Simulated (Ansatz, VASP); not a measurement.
# Mn2Co in VASP and in Ansatz

```
Mn Co
1.0
     0.00000    2.71874    2.71874
     2.71874    0.00000    2.71874
     2.71874    2.71874    0.00000
Mn Co
2 1
Direct
  0.25000 0.25000 0.25000
  0.75000 0.75000 0.75000
  0.00000 0.00000 0.00000
```

Alike in both runs: functional PBE; k mesh 14 × 14 × 14; occupations gaussian, width 0.1 eV; collinear spin.

Ansatz relaxed the structure, and its values are those at the end. VASP's run is a single point on that final structure, the one shown.

```csv
,VASP,Ansatz
version,VASP 6.6.1,Ansatz 0.2.0
potentials or method,"VASP PAW PBE potentials, release 64 (Mn_pv, Co), cutoff 520 eV","scalar-relativistic, plane waves, PAW"
valence electrons in the cell,35,47
```

```tsv
	VASP	Ansatz	Ansatz less VASP
gap on the k mesh at the Fermi level (eV)	none	none	-
pressure (GPa)	0.3	0.0	-0.32
net moment per atom (μB)	1.81	1.77	-0.033
size of the moment on the site where the two differ most (μB)	2.41	2.28	-0.129
```

Site moments also hang on the region over which each program counts them. A gap of «none» marks a metal or a gap that the smearing closes. VASP's potentials hold 35 valence electrons a cell and Ansatz's 47, so a difference there can come from the potentials and not from the codes.
